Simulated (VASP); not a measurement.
Input of a VASP 6.6.1 run:

Contents of INCAR:

```
ALGO     = Normal         # electronic algorithm
EDIFF    = 1E-6           # SCF threshold, eV
ENCUT    = 520            # plane-wave cutoff, eV
GGA      = PS             # functional
ISIF     = 2              # what is computed and relaxed
ISMEAR   = 0              # smearing method
LASPH    = T              # aspherical terms in the spheres
LCHARG   = T              # write CHGCAR
LELF     = T              # ELF
LREAL    = F              # projectors in reciprocal space
LVHAR    = T            
LWAVE    = F              # write WAVECAR
NBANDS   = 12             # bands
NELM     = 100            # most SCF steps
PREC     = Accurate       # precision mode
SIGMA    = 0.15           # smearing width, eV
```

The input KPOINTS:

```
k-points
0
Gamma
  20 20 20
```

Contents of POSCAR:

```
Ti
1.0
    0.0000000000      2.1315000000      1.9285000000
    2.1315000000      0.0000000000      1.9285000000
    2.1315000000      2.1315000000      0.0000000000
Ti
1
Direct
    0.0000000000      0.0000000000      0.0000000000
```

Potentials or basis: VASP PAW PBE potentials, release 64 (Ti_sv).

Command:

```console
$ cat potpaw_PBE.64/Ti_sv/POTCAR > POTCAR
$ mpirun -np 1 vasp_std > vasp.out
```

Q: Predict the pressure.

A: -5.4 GPa.

Q: What does it give for the band gap on the k mesh?

A: Zero (band 6 reaches 8.85 eV, above the bottom of band 7 at 7.46 eV).

Stress tensor (GPa, compression positive):
```
-6.34  0.00  0.00
 0.00 -6.34  0.00
 0.00  0.00 -3.52
```

Caveat: the cell differs from its parent crystal (strain +0.050 along x and y, -0.050 along z); the PAW data sets were made with another functional, which shifts forces and pressure a little.
